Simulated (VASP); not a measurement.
# NaI (I4/mmm) in VASP: notebook

Runs on NaI. Level: LDA. Tasks: single point.

Program: VASP 6.6.1. These are calculated values, not measurements. Logs are shortened: lines on timing, memory, paths and dates and some standing lists are left out, and cuts for length are marked.

## 1. The cell of the first run

It takes space group I4/mmm (No. 139, tetragonal). Conventional cell: a = 4.577 Å, b = 4.577 Å, c = 6.408 Å, α = 90.00°, β = 90.00°, γ = 90.00°. Na (site symmetry 4/mmm) has 6 I at 3.20 to 3.24 Å within 4.2 Å. Within 4.2 Å of I (site symmetry 4/mmm) lie 6 Na at 3.20 to 3.24 Å.

## 2. Single point, LDA (zz strain of -1 %)

INCAR

```
PREC = Accurate
ENCUT = 520
EDIFF = 1E-6
ISMEAR = -1
SIGMA = 0.02
LREAL = F
LASPH = T
NELM = 100
ALGO = Normal
ISIF = 2
LWAVE = F
LCHARG = T
LELF = T
LVHAR = T
NBANDS = 14
```

KPOINTS

```
regular mesh
0
Gamma
  8 8 8
```

POSCAR

```
NaI
1.0
    0.0000000000      3.2364000000      3.2040360000
    3.2364000000      0.0000000000      3.2040360000
    3.2364000000      3.2364000000      0.0000000000
Na I
1 1
Direct
    0.0000000000      0.0000000000      0.0000000000
    0.5000000000      0.5000000000      0.5000000000
```

Potentials or basis: VASP PAW LDA potentials, release 64 (Na_pv, I).

The run is started by

```sh
cat potpaw_LDA.64/Na_pv/POTCAR potpaw_LDA.64/I/POTCAR > POTCAR
mpirun -np 1 vasp_std > vasp.out
```

OUTCAR:

```text
PREC = Accurate
   ENCUT = 520
   EDIFF = 1E-6
   ISMEAR = -1
   LREAL = F
   LASPH = T
   NELM = 100
   ISIF = 2

 ion  position               nearest neighbor table
   1  0.000  0.000  0.000-
   2  0.500  0.500  0.500-

  LATTYP: Found a body centered tetragonal cell.
 ALAT       =     4.5769607733
 C/A-ratio  =     1.4000714267

  Lattice vectors:

 A1 = (   0.0000000000,  -3.2364000000,  -3.2040360000)
 A2 = (   0.0000000000,   3.2364000000,  -3.2040360000)
 A3 = (   3.2364000000,   0.0000000000,   3.2040360000)

Analysis of symmetry for initial positions (statically):
=====================================================================
 Subroutine PRICEL returns:
 Original cell was already a primitive cell.

 Routine SETGRP: Setting up the symmetry group for a
 body centered tetragonal supercell.

 Subroutine GETGRP returns: Found 16 space group operations
 (whereof 16 operations were pure point group operations)
 out of a pool of 16 trial point group operations.

The static configuration has the point symmetry D_4h.

Analysis of symmetry for dynamics (positions and initial velocities):
=====================================================================
 Subroutine PRICEL returns:
 Original cell was already a primitive cell.

 Routine SETGRP: Setting up the symmetry group for a
 body centered tetragonal supercell.

 Subroutine GETGRP returns: Found 16 space group operations
 (whereof 16 operations were pure point group operations)
 out of a pool of 16 trial point group operations.

The dynamic configuration has the point symmetry D_4h.

 Subroutine INISYM returns: Found 16 space group operations
 (whereof 16 operations are pure point group operations),
 and found     1 'primitive' translations

----------------------------------------------------------------------------------------

                                     Primitive cell

  volume of cell :      67.1200

  direct lattice vectors                    reciprocal lattice vectors
     0.000000000  3.236400000  3.204036000    -0.154492646  0.154492646  0.156053178
     3.236400000  0.000000000  3.204036000     0.154492646 -0.154492646  0.156053178
     3.236400000  3.236400000  0.000000000     0.154492646  0.154492646 -0.156053178

  length of vectors
     4.554133469  4.554133469  4.576960773     0.268493109  0.268493109  0.268493109

  position of ions in fractional coordinates (direct lattice)
     0.000000000  0.000000000  0.000000000
[... 87 lines left out ...]
   TEBEG  =    0.0;   TEEND  =   0.0 temperature during run
   PSTRESS=    0.0 pullay stress
   NELECT =      14.0000    total number of electrons
   NUPDOWN=      -1.0000    fix difference up-down
   EMIN   =  10.00;   EMAX   =-10.00  energy-range for DOS
   EFERMI =   0.00;   METHOD = LEGACY
   ISMEAR =    -1;   SIGMA  =   0.02  broadening in eV -4-tet -1-fermi 0-gaus
   EFERMI_NEDOS =   21; number of points for ismear=-14 and -15
   IALGO  =     38    algorithm
   IMIX   =      4    mixing-type and parameters
     AMIX     =   0.40;   BMIX     =  1.00
     AMIX_MAG =   1.60;   BMIX_MAG =  1.00
  volume/ion in A,a.u.               =      33.56       226.47
  Fermi-wavevector in a.u.,A,eV,Ry     =   0.970883  1.834703 12.825041  0.942614
  Thomas-Fermi vector in A             =   2.101055
   LORBIT       =      0    0 simple, 1 ext, 2 COOP (PROOUT), +10 PAW based schemes
   GGA     = CA    functional components
   LHFCALC =     F    Hartree Fock is set to
   AEXX    =    0.0000 exact exchange contribution
   IVDW    =     0    specifies the selected vdW correction
   LEPSILON=     F    determine dielectric tensor
   LRPA    =     F    only Hartree local field effects (RPA)
 non-spin polarized calculation
  energy-cutoff  :      520.00
  volume of cell :       67.12
 maximum number of plane-waves:      1830
 NGX is ok and might be reduce to    36
   NGX = 17   NGY = 17   NGZ = 17

 number of electron      14.0000004 magnetization

 Free energy of the ion-electron system (eV)
  ---------------------------------------------------
  ext. energy  EPLUGINS =         0.00000000
  ---------------------------------------------------
  free energy    TOTEN  =        -5.98814297 eV

  energy without entropy =       -5.98814297  energy(sigma->0) =       -5.98814297

 E-fermi :   1.1475     XC(G=0):  -8.1401

 val. band max:        0.6939861597   @ k =   0.0000   0.0000   0.0000
 cond. band min:       4.0616408869   @ k =   0.0000   0.0000   0.0000
 fundamental gap:      3.3676547272
 Fermi energy:         1.1475036783

 k-point     1 :       0.0000    0.0000    0.0000
  band No.  band energies     occupation
      1     -21.6870      2.00000
      2     -21.6870      2.00000
      3     -21.6867      2.00000
      4     -10.4200      2.00000
      5       0.6805      2.00000
      6       0.6940      2.00000
      7       0.6940      2.00000
      8       4.0616      0.00000
      9       8.4660      0.00000
     10       8.4660      0.00000
     11       8.5315      0.00000
     12      10.3157      0.00000
     13      10.4286      0.00000
     14      10.8912      0.00000
[... 377 lines left out ...]
      1     -21.6911      2.00000
      2     -21.6876      2.00000
      3     -21.6874      2.00000
      4     -10.1575      2.00000
      5      -1.1157      2.00000
      6       0.2828      2.00000
      7       0.3334      2.00000
      8       5.9308      0.00000
      9       7.5737      0.00000
     10       8.0944      0.00000
     11       8.6688      0.00000
     12      10.5845      0.00000
     13      11.5710      0.00000
     14      11.7633      0.00000

 [... further k-points ...]

------------------------ aborting loop because EDIFF is reached ----------------------------------------

  FORCE on cell =-STRESS in cart. coord.  units (eV):
  Direction    XX          YY          ZZ          XY          YZ          ZX
  --------------------------------------------------------------------------------------
  -------------------------------------------------------------------------------------
  Total       -0.6505559     -0.6505559     -0.5613262      0.0000000     -0.0000000     -0.0000000
  in kB      -15.5289986    -15.5289986    -13.3990548      0.0000000     -0.0000000     -0.0000000
  external PRESSURE =     -14.8190173 kB  Pullay stress =       0.0000000 kB

 VOLUME and BASIS-vectors are now :
 -----------------------------------------------------------------------------
  energy-cutoff  :      520.00
  volume of cell :       67.12
      direct lattice vectors                 reciprocal lattice vectors
     0.000000000  3.236400000  3.204036000    -0.154492646  0.154492646  0.156053178
     3.236400000  0.000000000  3.204036000     0.154492646 -0.154492646  0.156053178
     3.236400000  3.236400000  0.000000000     0.154492646  0.154492646 -0.156053178

 POSITION                                       TOTAL-FORCE (eV/Angst)
 -----------------------------------------------------------------------------------
      0.00000      0.00000      0.00000         0.000000     -0.000000      0.000000
      3.23640      3.23640      3.20404        -0.000000      0.000000      0.000000
 -----------------------------------------------------------------------------------
    total drift:                                0.000000      0.000000      0.000000

  FREE ENERGIE OF THE ION-ELECTRON SYSTEM (eV)
  ---------------------------------------------------
  free  energy   TOTEN  =        -5.9881429695 eV

  energy  without entropy=       -5.9881429695  energy(sigma->0) =       -5.98814297
```

OSZICAR:

```text
N       E                     dE             d eps       ncg     rms          rms(c)
DAV:   1     0.825456420192E+02    0.82546E+02   -0.66268E+03  1658   0.899E+02
DAV:   2     0.165943600308E+00   -0.82380E+02   -0.77394E+02  1742   0.220E+02
DAV:   3    -0.592119811097E+01   -0.60871E+01   -0.60510E+01  2126   0.584E+01
DAV:   4    -0.606171503161E+01   -0.14052E+00   -0.14049E+00  2148   0.911E+00
DAV:   5    -0.606459008265E+01   -0.28751E-02   -0.28750E-02  2196   0.127E+00    0.163E+00
DAV:   6    -0.600292389287E+01    0.61666E-01   -0.60033E-02  2030   0.160E+00    0.105E+00
DAV:   7    -0.598863224365E+01    0.14292E-01   -0.44636E-02  2108   0.116E+00    0.495E-01
DAV:   8    -0.598820276980E+01    0.42947E-03   -0.31214E-03  1928   0.472E-01    0.111E-01
DAV:   9    -0.598814372302E+01    0.59047E-04   -0.15955E-04  2120   0.120E-01    0.322E-02
DAV:  10    -0.598814313638E+01    0.58664E-06   -0.20579E-05  2308   0.489E-02    0.638E-03
DAV:  11    -0.598814296953E+01    0.16685E-06   -0.11007E-06  1636   0.130E-02
   1 F= -.59881430E+01 E0= -.59881430E+01  d E =-.116205E-11
```

Run time: 15 s. Hardware: 1 thread of Intel Xeon 6975P-C (Granite Rapids), shared host; peak memory 0.2 GiB.

What came out:

```yaml
Free_energy: -5.9881 eV
Pressure: -1.5 GPa
Band_gap_on_the_k_mesh: 3.37 eV
```

Stress tensor (GPa, compression positive):
```
-1.55  0.00  0.00
 0.00 -1.55  0.00
 0.00  0.00 -1.34
```

Caveat: the cell differs from its parent crystal (zz strain of -1 %); spin-orbit coupling is left out, which moves the levels of the heavy elements.

## 3. Single point, LDA (zz strain of +1 %)

INCAR

```
SYSTEM = NaI
PREC = Accurate
ENCUT = 520
EDIFF = 1E-7
ISMEAR = -1
SIGMA = 0.02
LREAL = .FALSE.
LASPH = .TRUE.
NELM = 80
ALGO = Normal
ISIF = 2
LWAVE = .FALSE.
LCHARG = .FALSE.
NBANDS = 14
```

KPOINTS

```
regular mesh
0
G
  8 8 8
  0 0 0
```

POSCAR

```
NaI
1.0
    0.0000000000      3.2364000000      3.2687640000
    3.2364000000      0.0000000000      3.2687640000
    3.2364000000      3.2364000000      0.0000000000
Na I
1 1
Direct
    0.0000000000      0.0000000000      0.0000000000
    0.5000000000      0.5000000000      0.5000000000
```

Potentials or basis: VASP PAW LDA potentials, release 64 (Na_pv, I).

The run is started by

```sh
cat potpaw_LDA.64/Na_pv/POTCAR potpaw_LDA.64/I/POTCAR > POTCAR
mpirun -np 1 vasp_std > vasp.out
```

It took 16 s on 1 thread of Intel Xeon 6975P-C (Granite Rapids), shared host; peak memory 0.2 GiB.

Results (log left out):

| Item | Value |
| --- | --- |
| Free energy | -5.9745 eV |
| Pressure | -1.7 GPa |
| Band gap on the k mesh | 3.31 eV |

Stress tensor (GPa, compression positive):
```
-1.69  0.00  0.00
 0.00 -1.69  0.00
 0.00  0.00 -1.86
```

Levels at points of the mesh, in eV from the valence-band top:
| k point | band 5 | band 6 | band 7 | band 8 | band 9 | band 10 |
| --- | --- | --- | --- | --- | --- | --- |
| (0.00, 0.00, 0.00) | -0.01 | -0.01 | 0.00 | 3.31 | 7.75 | 7.81 |
| (0.50, 0.00, 0.00) | -2.22 | -0.30 | -0.28 | 4.85 | 7.22 | 7.30 |
| (0.50, 0.50, 0.00) | -1.93 | -0.74 | -0.74 | 4.26 | 5.40 | 9.49 |
| (0.50, 0.00, 0.50) | -1.93 | -0.79 | -0.75 | 4.24 | 5.38 | 9.57 |

Caveat: the cell differs from its parent crystal (zz strain of +1 %); spin-orbit coupling is left out, which moves the levels of the heavy elements.

(Part 1 of 2 ends here.)
